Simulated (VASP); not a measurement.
# Cu: single point with LDA

Crystal: Cu.

```xyz
3
Lattice="3.9984 0.0000 0.0000 -1.9992 3.4627 0.0000 0.0000 0.0000 2.4004" Properties=species:S:1:pos:R:3 pbc="T T T"
Cu    1.9992    3.4627    0.0000
Cu    0.0000    2.3085    1.2002
Cu    1.9992    1.1542    1.2002
```

```json
{
 "Program": "VASP 6.6.1",
 "Task": "single point",
 "Functional": "LDA",
 "Potentials or basis": "VASP PAW LDA potentials, release 64 (Cu)",
 "Cutoff": "520 eV",
 "k mesh": "12 × 12 × 17",
 "Occupations": "fermi-dirac, width 0.1 eV",
 "Spin": "no spin polarisation"
}
```

The pressure is 1.1 GPa.

Stress tensor (GPa, compression positive):
```
1.17 0.00 0.00
0.00 1.17 0.00
0.00 0.00 0.97
```

Levels at points of the mesh, in eV from the Fermi level:
| k point | band 12 | band 13 | band 14 | band 15 | band 16 | band 17 | band 18 | band 19 | band 20 | band 21 |
| --- | --- | --- | --- | --- | --- | --- | --- | --- | --- | --- |
| (0.00, 0.00, 0.00) | -2.57 | -2.52 | -2.52 | -1.64 | -1.64 | 4.77 | 4.77 | 4.78 | 4.78 | 6.62 |
| (0.50, 0.00, 0.00) | -2.07 | -1.90 | -1.88 | -1.87 | -1.75 | -1.61 | -0.84 | 4.54 | 14.23 | 14.25 |

Wall time 64 s on 1 thread of Intel(R) Xeon(R) 6975P-C (Granite Rapids), with other jobs on the host, peak memory 0.2 GiB.
